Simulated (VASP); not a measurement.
# P4C (Cmmm) in VASP: notebook, part 2 of 2

VASP 6.6.1. The steps go on from the part before.

### 4 Relaxation of cell and atoms, PBE

This run uses another cell than the first one, of 16.20 Å³/atom.

Input file INCAR:

```
SYSTEM = P4C
  PREC = Accurate
  ENCUT = 600
  EDIFF = 1E-6
  ISMEAR = 0
  SIGMA = 0.1
  LREAL = .False.
  LASPH = .True.
  NELM = 60
  ALGO = Normal
  ISIF = 3
  LWAVE = .False.
  LCHARG = .False.
  GGA = PE
  IBRION = 2
  NSW = 100
  EDIFFG = -0.01
```

Input file KPOINTS:

```
Automatic mesh
0
Gamma
  8 8 12
  0 0 0
```

Input file POSCAR:

```
P4C
1.0
    3.0060549040     -4.5945625862      0.0000000000
    3.0060549040      4.5945625862      0.0000000000
    0.0000000000      0.0000000000      2.9330992606
P C
4 1
Direct
    0.7812471311      0.7812471311      0.5000000000
    0.2187528689      0.2187528689      0.5000000000
    0.6192613329      0.3807386671      0.0000000000
    0.3807386671      0.6192613329      0.0000000000
    0.0000000000      0.0000000000      0.0000000000
```

Potentials or basis: VASP PAW PBE potentials, release 64 (P, C).

Run with:

```sh
$ cat potpaw_PBE.64/P/POTCAR potpaw_PBE.64/C/POTCAR > POTCAR
$ mpirun -np 1 vasp_std > vasp.out
```

OUTCAR:

```text
SYSTEM = P4C
   PREC = Accurate
   ENCUT = 600
   EDIFF = 1E-6
   ISMEAR = 0
   LREAL = .False.
   LASPH = .True.
   NELM = 60
   ISIF = 3
   GGA = PE
   IBRION = 2
   NSW = 100
   EDIFFG = -0.01

 ion  position               nearest neighbor table
   1  0.781  0.781  0.500-   5 1.97   5 1.97   3 2.49   3 2.49   4 2.49   4 2.49   2 2.63
   2  0.219  0.219  0.500-   5 1.97   5 1.97   3 2.49   3 2.49   4 2.49   4 2.49   1 2.63
   3  0.619  0.381  0.000-   4 2.19   2 2.49   1 2.49   1 2.49   2 2.49
   4  0.381  0.619  0.000-   3 2.19   2 2.49   1 2.49   1 2.49   2 2.49
   5  0.000  0.000  0.000-   1 1.97   2 1.97   1 1.97   2 1.97

  LATTYP: Found a base centered orthorhombic cell.
 ALAT       =     6.0121098080
 B/A-ratio  =     1.5284360176
 C/A-ratio  =     0.4878652177

  Lattice vectors:

 A1 = (   3.0060549040,  -4.5945625862,   0.0000000000)
 A2 = (   3.0060549040,   4.5945625862,   0.0000000000)
 A3 = (   0.0000000000,   0.0000000000,   2.9330992606)

Analysis of symmetry for initial positions (statically):
=====================================================================
 Subroutine PRICEL returns:
 Original cell was already a primitive cell.

 Routine SETGRP: Setting up the symmetry group for a
 base centered orthorhombic supercell.

 Subroutine GETGRP returns: Found  8 space group operations
 (whereof  8 operations were pure point group operations)
 out of a pool of  8 trial point group operations.

The static configuration has the point symmetry D_2h.

Analysis of symmetry for dynamics (positions and initial velocities):
=====================================================================
[... 280 lines left out ...]

 E-fermi :   6.7412     XC(G=0): -10.0169

 val. band max:        6.7213084968   @ k =   0.3750   0.0000   0.1667
 cond. band min:       6.7475274750   @ k =  -0.3750   0.1250   0.0833
 fundamental gap:      0.0262189782
 Fermi energy:         6.7412429077

 k-point     1 :       0.0000    0.0000    0.0000
  band No.  band energies     occupation
      1     -10.4628      2.00000
      2      -7.3127      2.00000
      3      -6.1340      2.00000
      4      -3.3379      2.00000
      5       1.3504      2.00000
      6       1.5681      2.00000
[... 435 lines left out ...]
      5       0.1810      2.00000
      6       0.7180      2.00000
[... 8 lines left out ...]
     15       9.8356      0.00000
     16       9.8478      0.00000

 [... further k-points ...]

[... ionic steps 4 to 43 ...]

--------------------------------------- Ionic step       44  -------------------------------------------

 number of electron      23.9999999 magnetization

------------------------ aborting loop because EDIFF is reached ----------------------------------------
[... 73 lines left out ...]
--------------------------------------- Ionic step       46  -------------------------------------------

 number of electron      23.9999999 magnetization

 Free energy of the ion-electron system (eV)
  ---------------------------------------------------
  ext. energy  EPLUGINS =         0.00000000
  ---------------------------------------------------
  free energy    TOTEN  =       -26.45969784 eV

  energy without entropy =      -26.45724167  energy(sigma->0) =      -26.45846975

 E-fermi :   4.9078     XC(G=0):  -9.0140

 val. band max:        4.9022114596   @ k =   0.5000   0.5000   0.5000
 cond. band min:       4.9591354471   @ k =   0.5000  -0.0000   0.2500
 fundamental gap:      0.0569239875
 Fermi energy:         4.9078403009

 k-point     1 :       0.0000    0.0000    0.0000
  band No.  band energies     occupation
      1     -12.3955      2.00000
      2      -9.3732      2.00000
      3      -8.0619      2.00000
      4      -4.9361      2.00000
      5      -0.7183      2.00000
      6      -0.7055      2.00000
[... 479 lines left out ...]
  FREE ENERGIE OF THE ION-ELECTRON SYSTEM (eV)
  ---------------------------------------------------
  free  energy   TOTEN  =       -26.4596978352 eV

  energy  without entropy=      -26.4572416739  energy(sigma->0) =      -26.45846975

 reached required accuracy - stopping structural energy minimisation
```

OSZICAR:

```text
N       E                     dE             d eps       ncg     rms          rms(c)
DAV:   1     0.956335327000E+02    0.95634E+02   -0.11683E+04  4704   0.147E+03
DAV:   2    -0.210940180744E+02   -0.11673E+03   -0.11505E+03  6440   0.211E+02
DAV:   3    -0.271852387126E+02   -0.60912E+01   -0.59949E+01  6472   0.512E+01
[... 391 lines left out ...]
       N       E                     dE             d eps       ncg     rms          rms(c)
DAV:   1    -0.264597089045E+02   -0.34991E-04   -0.42547E-04  5080   0.128E-01    0.180E-02
DAV:   2    -0.264597006833E+02    0.82212E-05   -0.34619E-05  6624   0.369E-02    0.742E-03
DAV:   3    -0.264596982096E+02    0.24737E-05   -0.74350E-06  6096   0.151E-02    0.313E-03
DAV:   4    -0.264596978352E+02    0.37441E-06   -0.99147E-07  2880   0.590E-03
  46 F= -.26459698E+02 E0= -.26458470E+02  d E =-.238681E-04
```

It took 47 min on 1 thread of AMD EPYC 9R45 (Zen 5), shared host; peak memory 0.34 GiB.

Results:

| Item | Value |
| --- | --- |
| Free energy | -26.4597 eV |
| Relaxed volume | 19.37 Å³/atom |
| Relaxed cell | a = 6.216 Å, b = 6.216 Å, c = 2.721 Å, α = 90.00°, β = 90.00°, γ = 112.89° |
| Space group after relaxing (to 0.1 Å) | Cmmm (No. 65) |
| Energy gained by relaxing | 55.1 meV/atom |
| Ionic steps | 46 |
| Pressure after relaxing | 0.0 GPa |
| Largest force after relaxing | 0.009 eV/Å |
| Band gap on the k mesh | zero (bands 12 and 13 overlap by 3.92 eV) |

Forces on the atoms (eV/Å):
```
P    0.009  0.000  0.000
P   -0.009  0.000  0.000
P    0.000 -0.002  0.000
P    0.000  0.002  0.000
C    0.000  0.000  0.000
```

Stress tensor (GPa, compression positive):
```
 0.07  0.00  0.00
 0.00 -0.08  0.00
 0.00  0.00  0.00
```

Step by step:
```tsv
step	energy change (eV)	largest force (eV/Å)	pressure (GPa)	volume (Å³)
1	0.0000	0.1236	-0.14	81.02
3	-0.0120	0.1830	0.06	80.87
5	-0.0151	0.0300	0.37	80.92
7	-0.0159	0.0402	-0.03	81.42
9	-0.0168	0.0744	0.30	81.79
11	-0.0170	0.1183	0.55	82.04
13	-0.0172	0.1255	0.58	82.11
15	-0.0181	0.1632	0.67	82.42
17	-0.0192	0.4207	0.97	83.66
19	-0.0205	0.3083	0.85	83.35
21	-0.0230	0.4109	0.60	84.85
23	-0.0307	0.1605	0.01	85.95
25	-0.0581	0.4323	-2.13	90.98
27	-0.0628	0.5525	-2.47	92.01
29	-0.0640	0.6527	-2.68	92.64
31	-0.0692	0.7616	-2.82	93.30
33	-0.0744	1.2606	-3.40	96.27
35	-0.0846	1.0751	-3.11	95.16
37	-0.1466	1.0712	-2.56	95.90
39	-0.1960	1.2433	-0.89	97.28
41	-0.2742	0.1122	0.03	96.79
43	-0.2745	0.0739	0.10	96.76
45	-0.2754	0.0083	0.01	96.86
46	-0.2754	0.0086	0.00	96.87
```

Final structure:
```cif
data_structure
_symmetry_space_group_name_H-M 'P 1'
_symmetry_Int_Tables_number 1
_cell_length_a 6.2162
_cell_length_b 6.2162
_cell_length_c 2.7212
_cell_angle_alpha 90.000
_cell_angle_beta 90.000
_cell_angle_gamma 112.894
_cell_volume 96.87
loop_
_atom_site_label
_atom_site_type_symbol
_atom_site_fract_x
_atom_site_fract_y
_atom_site_fract_z
_atom_site_occupancy
P1 P 0.81291 0.81291 0.50000 1
P2 P 0.18709 0.18709 0.50000 1
P3 P 0.60306 0.39694 0.00000 1
P4 P 0.39694 0.60306 0.00000 1
C1 C 0.00000 0.00000 0.00000 1
```

Levels at points of the mesh, in eV from the Fermi level:
| k point | band 10 | band 11 | band 12 | band 13 | band 14 | band 15 |
| --- | --- | --- | --- | --- | --- | --- |
| (0.00, 0.00, 0.00) | -3.66 | 2.01 | 2.34 | 2.45 | 2.72 | 3.45 |
| (0.50, 0.00, 0.00) | -1.47 | -1.22 | 0.75 | 1.61 | 1.93 | 3.69 |
| (0.50, 0.50, 0.00) | -3.66 | 1.61 | 2.02 | 2.10 | 2.47 | 2.99 |
| (0.00, 0.00, 0.50) | -2.13 | -1.77 | -1.35 | -0.65 | -0.27 | 0.12 |
| (0.50, 0.00, 0.50) | -3.79 | -2.28 | -1.65 | -1.58 | 0.99 | 1.40 |
| (0.50, 0.50, 0.50) | -1.82 | -1.65 | -1.41 | -0.35 | -0.01 | 0.58 |

Caveat: the volume moved by over 15 % at a fixed basis, so the end points are rough.

### 5 The runs side by side

| task | cell | k mesh | cutoff (eV) | gap on the mesh (eV) | pressure (GPa) | largest force (eV/Å) |
| --- | --- | --- | --- | --- | --- | --- |
| single point | a = 6.140, b = 6.140, c = 2.723 Å, angles 90.0, 90.0, 111.9°, 5 atoms, atomic positions A | 8 × 8 × 12 | 520 | none | -0.3 | 0.07 |
| single point | a = 6.099, b = 6.099, c = 2.745 Å, angles 90.0, 90.0, 112.6°, 5 atoms, atomic positions B | 8 × 8 × 14 | 520 | none | -0.3 | 0.06 |
| relaxation of cell and atoms | relaxed from a = 5.491, b = 5.491, c = 2.933 Å, angles 90.0, 90.0, 113.6°, 5 atoms, atomic positions C | 8 × 8 × 12 | 600 | none | 0.0 | 0.01 |

Alike in all rows: level PBE; potentials or basis VASP PAW PBE potentials, release 64 (P, C); no spin polarisation; smearing gaussian 0.1 eV.

Caveats: the volume moved by over 15 % at a fixed basis, so the end points are rough (at least some runs).

Absolute energies hang on the potentials; compare differences alone.

The gap in the log of VASP goes by the Fermi energy; the results here count the filled bands.